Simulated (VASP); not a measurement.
Write the native input for VASP 6.6.1 that does the following.

* Task: single point
* Functional: HSE06
* Potentials or basis: VASP PAW PBE potentials, release 64 (Ga_d)
* Cutoff: 520 eV
* k mesh: 5 × 5 × 5
* Occupations: fermi-dirac, width 0.05 eV
* Spin: no spin polarisation
* Dipole correction: no
* Grid for exact exchange (PRECFOCK): Normal
* Further INCAR settings: ALGO = Normal; EDIFF = 1e-07; NBANDS = 12
* Share of exact exchange: 0.25
* Screening parameter: 0.2079 1/Å

Crystal: Ga.

```
Ga
1.0
     2.69025    0.00000    0.00000
     0.00000    2.69025    0.00000
     0.00000    0.00000    2.69025
Ga
1
Cartesian
  0.0000 0.0000 0.0000
```

This isn't the form of Ga at room conditions, which is orthorhombic.

These files were run (other wordings do the same):

POSCAR

```
Ga
1.0
    2.6902496663      0.0000000000      0.0000000000
    0.0000000000      2.6902496663      0.0000000000
    0.0000000000      0.0000000000      2.6902496663
Ga
1
Direct
    0.0000000000      0.0000000000      0.0000000000
```

INCAR.step1

```
SYSTEM = Ga
  ALGO = Normal
  EDIFF = 1E-5
  ENCUT = 520
  GGA = PE
  ISIF = 2
  ISMEAR = -1
  LASPH = .TRUE.
  LCHARG = .FALSE.
  LREAL = .FALSE.
  LWAVE = .TRUE.
  NBANDS = 12
  NELM = 80
  PREC = Accurate
  SIGMA = 0.05
```

INCAR.step2

```
SYSTEM = Ga
  ALGO = Normal
  EDIFF = 1E-7
  ENCUT = 520
  GGA = PE
  HFSCREEN = 0.2079
  ISIF = 2
  ISMEAR = -1
  ISTART = 1
  LASPH = .TRUE.
  LCHARG = .FALSE.
  LHFCALC = .TRUE.
  LREAL = .FALSE.
  LWAVE = .FALSE.
  NBANDS = 12
  NELM = 80
  PREC = Accurate
  PRECFOCK = Normal
  SIGMA = 0.05
```

KPOINTS

```
k-points
0
G
  5 5 5
  0 0 0
```

Potentials or basis: VASP PAW PBE potentials, release 64 (Ga_d).

Run with:

```sh
$ cat potpaw_PBE.64/Ga_d/POTCAR > POTCAR
$ cp INCAR.step1 INCAR
$ mpirun -np 1 vasp_std > vasp.out
$ cp INCAR.step2 INCAR
$ mpirun -np 1 vasp_std > vasp.out
```

It gave:

```json
{
 "Pressure": "0.2 GPa",
 "Band gap on the k mesh": "zero (an odd number of electrons rules out a gap without spin polarisation)"
}
```

Caveat: the k points lie up to 0.47 Å⁻¹ apart, too coarse for converged energies and pressures of a metal; the PAW data sets were made with another functional, which shifts forces and pressure a little.

Run time: 5.4 min on 1 thread of Intel Xeon 8259CL (shared host), peak memory 0.23 GiB.
